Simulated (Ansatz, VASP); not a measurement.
## One calculation of Cs3Re, two programs

The input INCAR:

```
SYSTEM = Cs3Re
ALGO     = Fast           ! electronic algorithm
EDIFF    = 1E-6           ! SCF threshold, eV
EDIFFG   = -0.01          ! ionic threshold
ENCUT    = 600            ! plane-wave cutoff, eV
GGA      = PE             ! functional
IBRION   = 2              ! ionic algorithm
ISIF     = 3              ! what is computed and relaxed
ISMEAR   = 0              ! smearing method
LASPH    = .True.         ! aspherical terms in the spheres
LCHARG   = .False.        ! write CHGCAR
LREAL    = .False.        ! projectors in reciprocal space
LWAVE    = .False.        ! write WAVECAR
NELM     = 80             ! most SCF steps
NSW      = 100            ! ionic steps
PREC     = Accurate       ! precision mode
SIGMA    = 0.1            ! smearing width, eV
```

Contents of KPOINTS:

```
k-points
0
Gamma
  8 8 8
  0 0 0
```

The input POSCAR:

```
Cs3Re
1.0
    5.5664483599      0.0000000000      0.0000000000
    0.0000000000      5.5664483599      0.0000000000
    0.0000000000      0.0000000000      5.5664483599
Cs Re
3 1
Direct
    0.0000000000      0.5000000000      0.5000000000
    0.5000000000      0.0000000000      0.5000000000
    0.5000000000      0.5000000000      0.0000000000
    0.0000000000      0.0000000000      0.0000000000
```

Input for Ansatz:

```yaml
crystal:
  lattice:
    - [5.5664483599, 0.0, 0.0]
    - [0.0, 5.5664483599, 0.0]
    - [0.0, 0.0, 5.5664483599]
  atoms:
    - { symbol: Cs, position: [0.0, 0.5, 0.5] }
    - { symbol: Cs, position: [0.5, 0.0, 0.5] }
    - { symbol: Cs, position: [0.5, 0.5, 0.0] }
    - { symbol: Re, position: [0.0, 0.0, 0.0] }
basis:
  ecutwfc: 420
kpoints:
  mp_grid: { grid: [8, 8, 8] }
hamiltonian:
  xc: pbe
scf:
  occupations: { method: gaussian, width: 0.1 }
output:
  forces: true
  stress: true
  eigenvalues: true
  write_density: true
  write_potential: true
  elf: true
  volumetric_format: npy
relax:
  adjacent_minimum: "off"
  f_tol: 0.01
  max_steps: 80
  cell: { stress_tol: 0.05 }
```

Alike in both runs: task relaxation of cell and atoms; functional PBE; k mesh 8 × 8 × 8; occupations gaussian, width 0.1 eV; no spin polarisation.

|  | VASP | Ansatz |
| --- | --- | --- |
| version | VASP 6.6.1 | Ansatz 0.2.0 |
| potentials or method | VASP PAW PBE potentials, release 64 (Cs_sv, Re), cutoff 600 eV | scalar-relativistic, plane waves, PAW |
| valence electrons in the cell | 34 | 42 |

```tsv
	VASP	Ansatz	Ansatz less VASP
gap on the k mesh at the Fermi level, each at its own relaxed structure (eV)	none	none	-
relaxed volume (Å³/atom)	43.57	43.12	-0.454
relaxed cell length with the largest relative difference (Å)	5.586	5.566	-0.0195
```

A gap of «none» marks a metal or a gap that the smearing closes. VASP's potentials hold 34 valence electrons a cell and Ansatz's 42, so a difference there can come from the potentials and not from the codes.

Neither program's run includes spin-orbit coupling.
